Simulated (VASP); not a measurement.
A run of VASP 6.6.1 is set up as follows.

File INCAR:

```
PREC = Accurate
ENCUT = 700
EDIFF = 1E-6
ISMEAR = 0
SIGMA = 0.05
LREAL = F
LASPH = T
NELM = 200
ALGO = Normal
ISIF = 2
LWAVE = F
LCHARG = F
LMAXMIX = 4
LDAU = T
LDAUTYPE = 2
LDAUL = 2 -1
LDAUU = 4 0
LDAUJ = 0 0
LDAUPRINT = 1
GGA = PS
NBANDS = 22
GGA_COMPAT = F
```

The input KPOINTS:

```
Automatic mesh
0
Gamma
  16 16 16
```

Contents of POSCAR:

```
CuO2
1.0
    0.0000000000      2.3844798727      2.3844798727
    2.3844798727      0.0000000000      2.3844798727
    2.3844798727      2.3844798727      0.0000000000
Cu O
1 2
Direct
    0.0000000000      0.0000000000      0.0000000000
    0.2500000000      0.2500000000      0.2500000000
    0.7500000000      0.7500000000      0.7500000000
```

Potentials or basis: VASP PAW PBE potentials, release 64 (Cu_sv_GW, O).

Launch:

```console
$ cat potpaw_PBE.64/Cu_sv_GW/POTCAR potpaw_PBE.64/O/POTCAR > POTCAR
$ mpirun -np 1 vasp_std > vasp.out
```

Question: Estimate the pressure.

Answer: -3.1 GPa.

Question: Predict the band gap on the k mesh.

Answer: Zero (an odd number of electrons rules out a gap without spin polarisation).

Eigenvalues of the final occupation matrices:
```
    site  spin  trace               eigenvalues
site 1 d     1   4.42  0.84 0.84 0.84 0.94 0.94
site 1 d     2   4.42  0.84 0.84 0.84 0.94 0.94
```

Caveat: the cell stands under tension; the PAW data sets were made with another functional, which shifts forces and pressure a little; an odd number of electrons without spin polarisation forces a metal; a magnetic or distorted state may lie lower; U without spin polarisation on a metal has little footing.
